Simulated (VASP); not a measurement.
Runs of VASP 6.6.1 on Cs3Si. The structure is that of space group Pm-3m (No. 221), or close to it. The cells are those of the table. 

```csv
task,cell,k mesh,cutoff (eV),gap on the mesh (eV),pressure (GPa),relaxed volume (Å³/atom)
single point,"a = 5.879 Å, 4 atoms",4 × 4 × 4,520,none,(a),-
single point,"a = 5.951 Å, 4 atoms",8 × 8 × 8,520,none,0.0,-
relaxation of cell and atoms,"relaxed from a = 5.288 Å, 4 atoms",4 × 4 × 4,600,none,-0.1,53.90
single point,"a = 5.288 Å, 4 atoms",4 × 4 × 4,520,none,4.5,-
relaxation of cell and atoms,"relaxed from a = 5.879 Å, 4 atoms",8 × 8 × 8,600,none,0.0,53.15
```

Alike in all rows: level PBE; potentials or basis VASP PAW PBE potentials, release 64 (Cs_sv, Si); no spin polarisation; smearing gaussian 0.1 eV.

Q: Fill in the values left out.

A: (a) 0.3.

Caveats: spin-orbit coupling is left out, which moves the levels of the heavy elements; the volume moved by over 15 % at a fixed basis, so the end points are rough (at least some runs); the cell stands under pressure (at least some runs).

A k mesh can miss the band edges, and the runs leave out spin-orbit coupling on Cs.

A gap of «none» marks levels without a gap at the run's occupations.
